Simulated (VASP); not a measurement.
A run of VASP 6.6.1:

File INCAR:

```
SYSTEM = Si
PREC = Accurate
ENCUT = 500
EDIFF = 1E-6
ISMEAR = 0
SIGMA = 0.01
LREAL = .False.
LASPH = .True.
NELM = 120
ALGO = Normal
ISIF = 2
LWAVE = .False.
LCHARG = .True.
GGA = PE
LELF = .True.
LVHAR = .True.
NBANDS = 11
GGA_COMPAT = .False.
```

Contents of KPOINTS:

```
Automatic mesh
0
Gamma
  12 12 12
  0 0 0
```

File POSCAR:

```
Si
1.0
    0.0000000000      2.6405786632      2.6405786632
    2.6405786632      0.0000000000      2.6405786632
    2.6405786632      2.6405786632      0.0000000000
Si
2
Direct
    0.0000000000      0.0000000000      0.0000000000
    0.2500000000      0.2500000000      0.2500000000
```

Potentials or basis: VASP PAW PBE potentials, release 64 (Si).

The run is started by

```sh
$ cat potpaw_PBE.64/Si/POTCAR > POTCAR
$ mpirun -np 1 vasp_std > vasp.out
```

Hardware: 1 thread of Intel Xeon 8259CL, on a shared host.

Task: How long does it take, and how much memory?

Result: It took 39 s on 1 thread of Intel Xeon 8259CL, with other jobs on the host, peak memory 0.16 GiB. Counts: scf iterations 11, k points 72.
